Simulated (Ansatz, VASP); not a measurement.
# Two plane-wave programs on ZnSe5

```xyz
6
Lattice="3.9034 0.0000 0.0000 -1.9517 3.3805 0.0000 0.0000 0.0000 9.8304" Properties=species:S:1:pos:R:3 pbc="T T T"
Zn    0.0000    0.0000    0.0000
Se    0.0000    2.2537    1.3772
Se    1.9517    1.1268    8.4532
Se    0.0000    2.2537    6.5170
Se    0.0000    0.0000    4.9152
Se    1.9517    1.1268    3.3134
```

Alike in both runs: task single point; functional PBE; k mesh 12 × 12 × 4; occupations gaussian, width 0.1 eV; no spin polarisation.

```csv
,VASP,Ansatz
version,VASP 6.6.1,Ansatz 0.2.0
potentials or method,"VASP PAW PBE potentials, release 64 (Zn, Se), cutoff 520 eV","scalar-relativistic, plane waves, PAW"
valence electrons in the cell,42,92
```

Ansatz gave:

```
gap on the k mesh at the Fermi level (eV) : none
pressure (GPa)                            : 0.0
rms of the force components (eV/Å)        : 0.002
```

Problem. What did VASP give for the same quantities?

Solution. gap on the k mesh at the Fermi level (eV): none; pressure (GPa): 0.0; rms of the force components (eV/Å): 0.004.

Atom by atom the forces differ by 0.005 eV/Å (rms over components). A gap of «none» marks a metal or a gap that the smearing closes. With one functional, cell and mesh, what is left measures potentials, basis and numerics. VASP's potentials hold 42 valence electrons a cell and Ansatz's 92, so a difference there can come from the potentials and not from the codes.
